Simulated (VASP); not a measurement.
Set up this calculation in VASP 6.6.1, as the native input.

* Task: single point
* Functional: r2SCAN
* Potentials or basis: VASP PAW PBE potentials, release 64 (Ta_pv, N)
* Cutoff: 520 eV
* k mesh: 8 × 8 × 12
* Occupations: fermi-dirac, width 0.1 eV
* Spin: no spin polarisation
* Dipole correction: no
* Further INCAR settings: ALGO = Normal; EDIFF = 1e-07; NBANDS = 33

TaN:

```
Ta N
1.0
     5.20249    0.00000    0.00000
    -2.60124    4.50548    0.00000
     0.00000    0.00000    2.90753
Ta N
3 3
Cartesian
  0.0000 3.0037 1.4538
  2.6012 1.5018 1.4538
  0.0000 0.0000 0.0000
  2.0415 0.0000 0.0000
  1.5805 2.7375 0.0000
  -1.0207 1.7680 0.0000
```

One way to write it, as run:

POSCAR

```
TaN
1.0
    5.2024855500      0.0000000000      0.0000000000
   -2.6012427800      4.5054846500      0.0000000000
    0.0000000000      0.0000000000      2.9075295600
Ta N
3 3
Direct
    0.3333333300      0.6666666700      0.5000000000
    0.6666666700      0.3333333300      0.5000000000
    0.0000000000      0.0000000000      0.0000000000
    0.3923998700      0.0000000000      0.0000000000
    0.6076001300      0.6076001300      0.0000000000
    0.0000000000      0.3923998700      0.0000000000
```

INCAR.step1

```
PREC = Accurate
ENCUT = 520
ISMEAR = -1
SIGMA = 0.1
LREAL = False
LASPH = True
NELM = 80
NBANDS = 33
GGA = PE
ALGO = Normal
EDIFF = 1E-4
LWAVE = True
LCHARG = False
```

INCAR.step2

```
PREC = Accurate
ENCUT = 520
EDIFF = 1E-7
ISMEAR = -1
SIGMA = 0.1
LREAL = False
LASPH = True
NELM = 80
ALGO = Normal
ISIF = 2
LWAVE = False
LCHARG = False
METAGGA = R2SCAN
LMIXTAU = True
NBANDS = 33
ISTART = 1
```

KPOINTS

```
regular mesh
0
Gamma
  8 8 12
```

Potentials or basis: VASP PAW PBE potentials, release 64 (Ta_pv, N).

Launch:

```sh
$ cat potpaw_PBE.64/Ta_pv/POTCAR potpaw_PBE.64/N/POTCAR > POTCAR
$ cp INCAR.step1 INCAR
$ mpirun -np 1 vasp_std > vasp.out
$ cp INCAR.step2 INCAR
$ mpirun -np 1 vasp_std > vasp.out
```

Results of the run:

```yaml
Pressure: 1.6 GPa
Largest_force: 0.005 eV/Å
Band_gap_on_the_k_mesh: zero (bands 24 and 25 overlap by 3.29 eV)
```

Caveat: the PAW data sets were made with another functional, which shifts forces and pressure a little; spin-orbit coupling is left out, which moves the levels of the heavy elements.

Run time: 5.2 min on 1 thread of Intel(R) Xeon(R) 6975P-C (Granite Rapids), on a shared host, peak memory 0.28 GiB.
